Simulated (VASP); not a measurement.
Wanted: the native input for a VASP 6.6.1 run.

```yaml
Task: single point
Functional: LDA
Potentials_or_basis: VASP PAW LDA potentials, release 64 (Ni)
Cutoff: 520 eV
k_mesh: 21 × 21 × 20
Occupations: fermi-dirac, width 0.1 eV
Spin: collinear spin, ferromagnetic start
Starting_moments: "[1.0] μB"
Dipole_correction: no
Further_INCAR_settings: ALGO = Normal; EDIFF = 1e-06; NBANDS = 15
```

The structure of Ni lies in POSCAR:

```
Ni
1.0
    2.0558988519      0.0000000000      0.0000000000
   -1.0279494259      1.7804606334      0.0000000000
    0.0000000000      0.0000000000      1.9679881235
Ni
1
Direct
    0.0000000000      0.0000000000      0.0000000000
```

These files were run (other wordings do the same):

INCAR

```
PREC = Accurate
ENCUT = 520
EDIFF = 1E-6
ISMEAR = -1
SIGMA = 0.1
LREAL = F
LASPH = T
NELM = 150
ALGO = Normal
ISIF = 2
LWAVE = F
LCHARG = F
ISPIN = 2
MAGMOM = 1
LORBIT = 11
LMAXMIX = 4
GGA = CA
NBANDS = 15
```

KPOINTS

```
regular mesh
0
Gamma
  21 21 20
```

Potentials or basis: VASP PAW LDA potentials, release 64 (Ni).

Command:

```sh
$ cat potpaw_LDA.64/Ni/POTCAR > POTCAR
$ mpirun -np 1 vasp_std > vasp.out
```

It gave:

```yaml
Pressure: 227.8 GPa
Band_gap_on_the_k_mesh: zero (filled and empty bands overlap)
Net_moment: 0.00 μB per cell
```

Wall time 70 s on 1 thread of Intel(R) Xeon(R) Platinum 8488C (Sapphire Rapids) (shared host), peak memory 0.19 GiB.
